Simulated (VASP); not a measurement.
Input of a VASP 6.6.1 run:

INCAR

```
SYSTEM = HgH3
ALGO = Normal
EDIFF = 1E-6
ENCUT = 520
GGA = PE
ISIF = 2
ISMEAR = 0
LASPH = .TRUE.
LCHARG = .TRUE.
LELF = .TRUE.
LREAL = .FALSE.
LVHAR = .TRUE.
LWAVE = .FALSE.
NBANDS = 25
NELM = 60
PREC = Accurate
SIGMA = 0.02
```

Contents of KPOINTS:

```
k-points
0
G
  4 4 4
  0 0 0
```

POSCAR

```
HgH3
1.0
    7.3981990712      0.0000000000      0.0000000000
    0.0000000000      7.3981990712      0.0000000000
    0.0000000000      0.0000000000      7.3981990712
Hg H
2 6
Direct
    0.5000000000      0.5000000000      0.5000000000
    0.0000000000      0.0000000000      0.0000000000
    0.0508114621      0.5000000000      0.5000000000
    0.9491885379      0.5000000000      0.5000000000
    0.5000000000      0.0508114621      0.5000000000
    0.5000000000      0.9491885379      0.5000000000
    0.5000000000      0.5000000000      0.0508114621
    0.5000000000      0.5000000000      0.9491885379
```

Potentials or basis: VASP PAW PBE potentials, release 64 (Hg, H).

The run is started by

```sh
$ cat potpaw_PBE.64/Hg/POTCAR potpaw_PBE.64/H/POTCAR > POTCAR
$ mpirun -np 1 vasp_std > vasp.out
```

(1) What does it give for the pressure?

(2) What does it give for the largest force?

(3) Estimate the band gap on the k mesh.

## Answers

(1) -0.1 GPa.

(2) 0.011 eV/Å.

(3) 4.96 eV.

Caveat: spin-orbit coupling is left out, which moves the levels of the heavy elements.
